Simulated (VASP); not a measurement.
**Pd: density of states with PBE**

Crystal: Pd.

```
Pd
1.0
     2.00362    0.00000    0.00000
     0.00000    2.00362    0.00000
     0.00000    0.00000    2.00362
Pd
1
Direct
  0.00000 0.00000 0.00000
```

This cell differs from its parent crystal: volume scaled by 0.45.

- Program: VASP 6.6.1
- Task: density of states
- Functional: PBE
- Potentials or basis: VASP PAW PBE potentials, release 64 (Pd_sv_GW)
- Cutoff: 470 eV
- k mesh: 15 × 15 × 15
- Occupations: fermi-dirac, width 0.08 eV
- Spin: no spin polarisation
- Dipole correction: no
- k mesh for the DOS: 23 × 23 × 23
- Second run: valence_matched
- Occupations for the DOS: tetrahedron
- Further INCAR settings: ALGO = Normal; EDIFF = 1e-06

The valence electrons inside the program's atomic spheres are Pd 17.07.

Levels at points of the mesh, in eV from the Fermi level:
```tsv
k point	band 7	band 8	band 9	band 10	band 11	band 12
(0.00, 0.00, 0.00)	-12.84	0.23	0.23	0.23	21.38	21.38
```

Run time: 13 s on 1 thread of Intel(R) Xeon(R) 6975P-C (Granite Rapids), with other jobs on the host, peak memory 0.16 GiB.
